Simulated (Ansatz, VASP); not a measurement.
**SiGe in VASP and in Ansatz**

The input INCAR:

```
SYSTEM = SiGe
  PREC = Accurate
  ENCUT = 520
  EDIFF = 1E-6
  ISMEAR = 0
  SIGMA = 0.03
  LREAL = .FALSE.
  LASPH = .TRUE.
  NELM = 60
  ALGO = Normal
  ISIF = 2
  LWAVE = .FALSE.
  LCHARG = .FALSE.
  GGA = PS
  NBANDS = 26
```

File KPOINTS:

```
regular mesh
0
G
  12 12 6
  0 0 0
```

POSCAR

```
SiGe
1.0
    3.9686298291      0.0000000000      0.0000000000
   -1.9843149145      3.4369342502      0.0000000000
    0.0000000000      0.0000000000      6.5557570282
Si Ge
2 2
Direct
    0.6666666667      0.3333333333      0.8745463082
    0.3333333333      0.6666666667      0.3745463082
    0.6666666667      0.3333333333      0.5004526918
    0.3333333333      0.6666666667      0.0004526918
```

Input for Ansatz:

```yaml
crystal:
  lattice:
    - [3.9686298291, 0.0, 0.0]
    - [-1.9843149145, 3.4369342502, 0.0]
    - [0.0, 0.0, 6.5557570282]
  atoms:
    - { symbol: Si, position: [0.6666666667, 0.3333333333, 0.8745463082] }
    - { symbol: Si, position: [0.3333333333, 0.6666666667, 0.3745463082] }
    - { symbol: Ge, position: [0.6666666667, 0.3333333333, 0.5004526918] }
    - { symbol: Ge, position: [0.3333333333, 0.6666666667, 0.0004526918] }
basis:
  ecutwfc: 420
kpoints:
  mp_grid: { grid: [12, 12, 6] }
hamiltonian:
  xc: pbesol
  pseudopotentials: { kind: paw, azcp: { folder: soft_1 } }
scf:
  occupations: { method: gaussian, width: 0.03 }
output:
  forces: true
  stress: true
  eigenvalues: true
```

Alike in both runs: task single point; functional PBEsol; k mesh 12 × 12 × 6; occupations gaussian, width 0.03 eV; no spin polarisation.

```csv
,VASP,Ansatz
version,VASP 6.6.1,Ansatz 0.2.0
potentials or method,"VASP PAW PBE potentials, release 64 (Si, Ge_d), cutoff 520 eV","scalar-relativistic, plane waves, PAW"
valence electrons in the cell,36,36
```

|  | VASP | Ansatz | Ansatz less VASP |
| --- | --- | --- | --- |
| gap on the k mesh at the Fermi level (eV) | 0.27 | 0.27 | -0.004 |
| least direct gap on the mesh (eV) | 0.27 | 0.27 | -0.004 |
| pressure (GPa) | -3.8 | -3.7 | +0.01 |
| rms of the force components (eV/Å) | 0.011 | 0.011 | -0.0002 |

VASP's potentials were made for PBE, not for PBEsol, and Ansatz warns of the same on its side. Atom by atom the forces differ by 0.000 eV/Å (rms over components).
